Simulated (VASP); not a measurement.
Input of a VASP 6.6.1 run:

The input INCAR:

```
SYSTEM = H3PtC3
ALGO = Normal ; EDIFF = 1E-6
ENCUT = 520 ; GGA = PE
ISIF = 2 ; ISMEAR = 0
LASPH = .True. ; LCHARG = .False.
LREAL = .False. ; LWAVE = .False.
NBANDS = 22 ; NELM = 100
PREC = Accurate ; SIGMA = 0.1
```

The input KPOINTS:

```
k-points
0
Gamma
  4 4 4
  0 0 0
```

File POSCAR:

```
H3PtC3
1.0
    3.9890471484      0.0000000000      0.0000000000
    0.0000000000      3.9890471484      0.0000000000
    0.0000000000      0.0000000000      3.9890471484
H Pt C
3 1 3
Direct
    0.5000000000      0.0000000000      0.0000000000
    0.0000000000      0.5000000000      0.0000000000
    0.0000000000      0.0000000000      0.5000000000
    0.5000000000      0.5000000000      0.5000000000
    0.5000000000      0.5000000000      0.0000000000
    0.0000000000      0.5000000000      0.5000000000
    0.5000000000      0.0000000000      0.5000000000
```

Potentials or basis: VASP PAW PBE potentials, release 64 (H, Pt, C).

Command:

```sh
$ cat potpaw_PBE.64/H/POTCAR potpaw_PBE.64/Pt/POTCAR potpaw_PBE.64/C/POTCAR > POTCAR
$ mpirun -np 1 vasp_std > vasp.out
```

Task: Estimate the band gap on the k mesh.

Result: Zero (an odd number of electrons rules out a gap without spin polarisation).

Task: Estimate the pressure.

Result: -0.4 GPa.

Caveat: the k points lie up to 0.39 Å⁻¹ apart, too coarse for converged energies and pressures of a metal; spin-orbit coupling is left out, which moves the levels of the heavy elements.
